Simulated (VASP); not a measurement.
# AlN (zincblende type) (F-43m) in VASP: a series of runs, part 2 of 2

VASP 6.6.1.

### Step 4. Single point, PBEsol (volume scaled by 0.64)

File INCAR:

```
SYSTEM = AlN
PREC     = Accurate       ! precision mode
ENCUT    = 520            ! plane-wave cutoff, eV
EDIFF    = 1E-6           ! SCF threshold, eV
ISMEAR   = -1             ! smearing method
SIGMA    = 0.08           ! smearing width, eV
LREAL    = .False.        ! projectors in reciprocal space
LASPH    = .True.         ! aspherical terms in the spheres
NELM     = 100            ! most SCF steps
ALGO     = Normal         ! electronic algorithm
ISIF     = 2              ! what is computed and relaxed
LWAVE    = .False.        ! write WAVECAR
LCHARG   = .True.         ! write CHGCAR
GGA      = PS             ! functional
LELF     = .True.         ! ELF
LVHAR    = .True.       
NBANDS   = 11             ! bands
```

File KPOINTS:

```
regular mesh
0
Gamma
  15 15 15
  0 0 0
```

File POSCAR:

```
AlN
1.0
    0.0000000000      1.8862471766      1.8862471766
    1.8862471766      0.0000000000      1.8862471766
    1.8862471766      1.8862471766      0.0000000000
Al N
1 1
Direct
    0.0000000000      0.0000000000      0.0000000000
    0.2500000000      0.2500000000      0.2500000000
```

Potentials or basis: VASP PAW PBE potentials, release 64 (Al, N).

Launch:

```sh
> cat potpaw_PBE.64/Al/POTCAR potpaw_PBE.64/N/POTCAR > POTCAR
> mpirun -np 1 vasp_std > vasp.out
```

OUTCAR:

```text
SYSTEM = AlN
   PREC = Accurate
   ENCUT = 520
   EDIFF = 1E-6
   ISMEAR = -1
   LREAL = .False.
   LASPH = .True.
   NELM = 100
   ISIF = 2
   GGA = PS

 ion  position               nearest neighbor table
   1  0.000  0.000  0.000-   2 1.63   2 1.63   2 1.63   2 1.63
   2  0.250  0.250  0.250-   1 1.63   1 1.63   1 1.63   1 1.63

  LATTYP: Found a face centered cubic cell.
 ALAT       =     3.7724943532

  Lattice vectors:

 A1 = (   0.0000000000,   1.8862471766,   1.8862471766)
 A2 = (   1.8862471766,   0.0000000000,   1.8862471766)
 A3 = (   1.8862471766,   1.8862471766,   0.0000000000)

Analysis of symmetry for initial positions (statically):
[... 5 lines left out ...]
 face centered cubic supercell.

 Subroutine GETGRP returns: Found 24 space group operations
 (whereof 24 operations were pure point group operations)
 out of a pool of 48 trial point group operations.

The static configuration has the point symmetry T_d .

Analysis of symmetry for dynamics (positions and initial velocities):
[... 5 lines left out ...]
 face centered cubic supercell.

 Subroutine GETGRP returns: Found 24 space group operations
 (whereof 24 operations were pure point group operations)
 out of a pool of 48 trial point group operations.

The dynamic configuration has the point symmetry T_d .

 Subroutine INISYM returns: Found 24 space group operations
 (whereof 24 operations are pure point group operations),
 and found     1 'primitive' translations

----------------------------------------------------------------------------------------

                                     Primitive cell

  volume of cell :      13.4223

  direct lattice vectors                    reciprocal lattice vectors
     0.000000000  1.886247177  1.886247177    -0.265076606  0.265076606  0.265076606
     1.886247177  0.000000000  1.886247177     0.265076606 -0.265076606  0.265076606
     1.886247177  1.886247177  0.000000000     0.265076606  0.265076606 -0.265076606

  length of vectors
     2.667556339  2.667556339  2.667556339     0.459126150  0.459126150  0.459126150

  position of ions in fractional coordinates (direct lattice)
     0.000000000  0.000000000  0.000000000
     0.250000000  0.250000000  0.250000000

  ion indices of the primitive-cell ions
   primitive index   ion index
                 1           1
                 2           2

----------------------------------------------------------------------------------------

 KPOINTS: regular mesh

Automatic generation of k-mesh.
 Grid dimensions read from file:
 generate k-points for:   15   15   15

 Generating k-lattice:

  Cartesian coordinates                     Fractional coordinates (reciprocal lattice)
    -0.017671774  0.017671774  0.017671774     0.066666667  0.000000000  0.000000000
     0.017671774 -0.017671774  0.017671774     0.000000000  0.066666667  0.000000000
     0.017671774  0.017671774 -0.017671774     0.000000000  0.000000000  0.066666667

  Length of vectors
     0.030608410  0.030608410  0.030608410

  Shift w.r.t. Gamma in fractional coordinates (k-lattice)
     0.000000000  0.000000000  0.000000000

 Subroutine IBZKPT returns following result:
 ===========================================

 Found    120 irreducible k-points:

 Following reciprocal coordinates:
            Coordinates               Weight
  0.000000  0.000000  0.000000      1.000000
  0.066667  0.000000  0.000000      8.000000
  0.133333  0.000000  0.000000      8.000000
  0.200000  0.000000  0.000000      8.000000
  0.266667  0.000000  0.000000      8.000000
  0.333333  0.000000  0.000000      8.000000
[... 16 lines left out ...]
  0.133333  0.133333  0.000000      6.000000
  0.200000  0.133333  0.000000     24.000000
 [... further k-points ...]
   k-points           NKPTS =    120   k-points in BZ     NKDIM =    120   number of bands    NBANDS=     11
   number of dos      NEDOS =    301   number of ions     NIONS =      2
   total plane-waves  NPLWV =   8000
   dimension x,y,z NGX =    20 NGY =   20 NGZ =   20
   dimension x,y,z NGXF=    40 NGYF=   40 NGZF=   40
   ions per type =               1   1
   NGX,Y,Z   is equivalent  to a cutoff of  12.46, 12.46, 12.46 a.u.
   NGXF,Y,Z  is equivalent  to a cutoff of  24.93, 24.93, 24.93 a.u.
 SYSTEM =  AlN
   PREC   = accura    normal or accurate (medium, high low for compatibility)
   ISTART =      0    job   : 0-new  1-cont  2-samecut
   ICHARG =      2    charge: 1-file 2-atom 10-const
   ISPIN  =      1    spin polarized calculation?
   LNONCOLLINEAR =      F non collinear calculations
   LSORBIT =      F    spin-orbit coupling
   LASPH  =      T    aspherical Exc in radial PAW
   ENCUT  =  520.0 eV  38.22 Ry    6.18 a.u.   4.96  4.96  4.96*2*pi/ulx,y,z
   NELM   =    100;   NELMIN=  2; NELMDL= -5     # of ELM steps
   EDIFF  = 0.1E-05   stopping-criterion for ELM
   LREAL  =      F    real-space projection
   EDIFFG = 0.1E-04   stopping-criterion for IOM
   NSW    =      0    number of steps for IOM
   IBRION =     -1    ionic relax: 0-MD 1-quasi-New 2-CG
   NFREE  =      0    steps in history (QN), initial steepest desc. (CG)
   ISIF   =      2    stress and relaxation
   ISYM   =      2    0-nonsym 1-usesym 2-fastsym
   POTIM  = 0.5000    time-step for ionic-motion
   TEBEG  =    0.0;   TEEND  =   0.0 temperature during run
   PSTRESS=    0.0 pullay stress
   NELECT =       8.0000    total number of electrons
   NUPDOWN=      -1.0000    fix difference up-down
   EMIN   =  10.00;   EMAX   =-10.00  energy-range for DOS
   EFERMI =   0.00;   METHOD = LEGACY
   ISMEAR =    -1;   SIGMA  =   0.08  broadening in eV -4-tet -1-fermi 0-gaus
   EFERMI_NEDOS =   21; number of points for ismear=-14 and -15
   IALGO  =     38    algorithm
   IMIX   =      4    mixing-type and parameters
     AMIX     =   0.40;   BMIX     =  1.00
     AMIX_MAG =   1.60;   BMIX_MAG =  1.00
  volume/ion in A,a.u.               =       6.71        45.29
  Fermi-wavevector in a.u.,A,eV,Ry     =   1.377726  2.603525 25.825616  1.898129
  Thomas-Fermi vector in A             =   2.502853
   LORBIT       =      0    0 simple, 1 ext, 2 COOP (PROOUT), +10 PAW based schemes
   GGA     = PS    functional components
   LHFCALC =     F    Hartree Fock is set to
   AEXX    =    0.0000 exact exchange contribution
   IVDW    =     0    specifies the selected vdW correction
   LEPSILON=     F    determine dielectric tensor
   LRPA    =     F    only Hartree local field effects (RPA)
 non-spin polarized calculation
  energy-cutoff  :      520.00
  volume of cell :       13.42
 maximum number of plane-waves:       372
   NGX =  9   NGY =  9   NGZ =  9

 number of electron       8.0000001 magnetization

 Free energy of the ion-electron system (eV)
  ---------------------------------------------------
  ext. energy  EPLUGINS =         0.00000000
  ---------------------------------------------------
  free energy    TOTEN  =       -12.12254215 eV

  energy without entropy =      -12.12254215  energy(sigma->0) =      -12.12254215

 E-fermi :  12.6168     XC(G=0): -13.2062

 val. band max:       10.8933794290   @ k =  -0.0667   0.0667   0.0000
 cond. band min:      14.2122192868   @ k =   0.4667   0.4667   0.0000
 fundamental gap:      3.3188398578
 Fermi energy:        12.6168454863

 k-point     1 :       0.0000    0.0000    0.0000
  band No.  band energies     occupation
      1      -7.0493      2.00000
      2      10.8689      2.00000
      3      10.8689      2.00000
      4      10.8689      2.00000
      5      19.5234      0.00000
      6      28.3271      0.00000
      7      28.3271      0.00000
      8      28.3271      0.00000
      9      32.2944      0.00000
     10      32.2944      0.00000
     11      34.9112      0.00000

 k-point     2 :       0.0667    0.0000    0.0000
  band No.  band energies     occupation
      1      -6.9442      2.00000
      2      10.4614      2.00000
      3      10.8470      2.00000
      4      10.8470      2.00000
      5      19.7922      0.00000
      6      28.0960      0.00000
      7      28.4155      0.00000
      8      28.4155      0.00000
      9      31.3776      0.00000
     10      31.3776      0.00000
     11      34.3478      0.00000
[... 295 lines left out ...]
 k-point    24 :       0.2000    0.1333    0.0000
  band No.  band energies     occupation
      1      -6.1268      2.00000
      2       8.7167      2.00000
      3      10.2489      2.00000
      4      10.3440      2.00000
      5      20.6304      0.00000
      6      25.3117      0.00000
      7      27.7516      0.00000
      8      29.1211      0.00000
      9      29.5424      0.00000
     10      33.1383      0.00000
     11      35.9839      0.00000

 [... further k-points ...]
[... 5 lines left out ...]
  --------------------------------------------------------------------------------------
  -------------------------------------------------------------------------------------
  Total       17.7574775     17.7574775     17.7574775      0.0000000      0.0000000      0.0000000
  in kB     2119.6592596   2119.6592596   2119.6592596      0.0000000      0.0000000      0.0000000
  external PRESSURE =    2119.6592596 kB  Pullay stress =       0.0000000 kB

 VOLUME and BASIS-vectors are now :
 -----------------------------------------------------------------------------
  energy-cutoff  :      520.00
  volume of cell :       13.42
      direct lattice vectors                 reciprocal lattice vectors
     0.000000000  1.886247177  1.886247177    -0.265076606  0.265076606  0.265076606
     1.886247177  0.000000000  1.886247177     0.265076606 -0.265076606  0.265076606
     1.886247177  1.886247177  0.000000000     0.265076606  0.265076606 -0.265076606

 POSITION                                       TOTAL-FORCE (eV/Angst)
 -----------------------------------------------------------------------------------
      0.00000      0.00000      0.00000        -0.000000     -0.000000     -0.000000
      0.94312      0.94312      0.94312         0.000000      0.000000      0.000000
 -----------------------------------------------------------------------------------
    total drift:                               -0.000000     -0.000000      0.000000

  FREE ENERGIE OF THE ION-ELECTRON SYSTEM (eV)
  ---------------------------------------------------
  free  energy   TOTEN  =       -12.1225421524 eV

  energy  without entropy=      -12.1225421523  energy(sigma->0) =      -12.12254215
```

Run time: 16 s. Hardware: 1 thread of Intel Xeon Platinum 8488C (Sapphire Rapids), shared host; peak memory 0.13 GiB.

What came out:

| Property | Result |
| --- | --- |
| Free energy | -12.1225 eV |
| Pressure | 212.0 GPa |
| Band gap on the k mesh | 3.32 eV, indirect (least direct gap 5.49 eV) |

Levels at points of the mesh, in eV from the valence-band top:
| k point | band 2 | band 3 | band 4 | band 5 | band 6 | band 7 |
| --- | --- | --- | --- | --- | --- | --- |
| (0.00, 0.00, 0.00) | -0.02 | -0.02 | -0.02 | 8.63 | 17.43 | 17.43 |

Caveat: the PAW data sets were made with another functional, which shifts forces and pressure a little.

### Step 5. Single point, PBEsol (volume scaled by 0.72)

File INCAR:

```
SYSTEM = AlN
PREC = Accurate
ENCUT = 520
EDIFF = 1E-7
ISMEAR = -1
SIGMA = 0.08
LREAL = .False.
LASPH = .True.
NELM = 80
ALGO = Normal
ISIF = 2
LWAVE = .False.
LCHARG = .True.
GGA = PS
LELF = .True.
LVHAR = .True.
NBANDS = 11
```

File KPOINTS:

```
Automatic mesh
0
Gamma
  15 15 15
  0 0 0
```

File POSCAR:

```
AlN
1.0
    0.0000000000      1.9617761192      1.9617761192
    1.9617761192      0.0000000000      1.9617761192
    1.9617761192      1.9617761192      0.0000000000
Al N
1 1
Direct
    0.0000000000      0.0000000000      0.0000000000
    0.2500000000      0.2500000000      0.2500000000
```

Launch:

```sh
> cat potpaw_PBE.64/Al/POTCAR potpaw_PBE.64/N/POTCAR > POTCAR
> mpirun -np 1 vasp_std > vasp.out
```

It took 21 s on 1 thread of Intel Xeon Platinum 8488C (Sapphire Rapids), shared host; peak memory 0.14 GiB.

Results (log left out):

```
Free energy            : -13.8532 eV
Pressure               : 124.9 GPa
Band gap on the k mesh : 3.34 eV, indirect (least direct gap 5.42 eV)
```

Levels at points of the mesh, in eV from the valence-band top:
| k point | band 1 | band 2 | band 3 | band 4 | band 5 | band 6 | band 7 | band 8 |
| --- | --- | --- | --- | --- | --- | --- | --- | --- |
| (0.00, 0.00, 0.00) | -17.07 | -0.01 | -0.01 | -0.01 | 7.29 | 15.97 | 15.97 | 15.97 |

Caveat: the PAW data sets were made with another functional, which shifts forces and pressure a little. A k mesh can miss the band edges.

### Step 6. Summary

| cell | gap on the mesh (eV) | pressure (GPa) |
| --- | --- | --- |
| a = 2.536 Å, angles 60.0°, 2 atoms | 3.23 | 376.6 |
| a = 2.668 Å, angles 60.0°, 2 atoms | 3.32 | 212.0 |
| a = 2.774 Å, angles 60.0°, 2 atoms | 3.34 | 124.9 |

Alike in all rows: task single point; level PBEsol; potentials or basis VASP PAW PBE potentials, release 64 (Al, N); no spin polarisation; k mesh 15 × 15 × 15; cutoff (eV) 520; smearing fermi-dirac 0.08 eV.

Caveats: the PAW data sets were made with another functional, which shifts forces and pressure a little.

Total energies depend on the potentials used, so only differences within one code and one set of settings carry meaning.
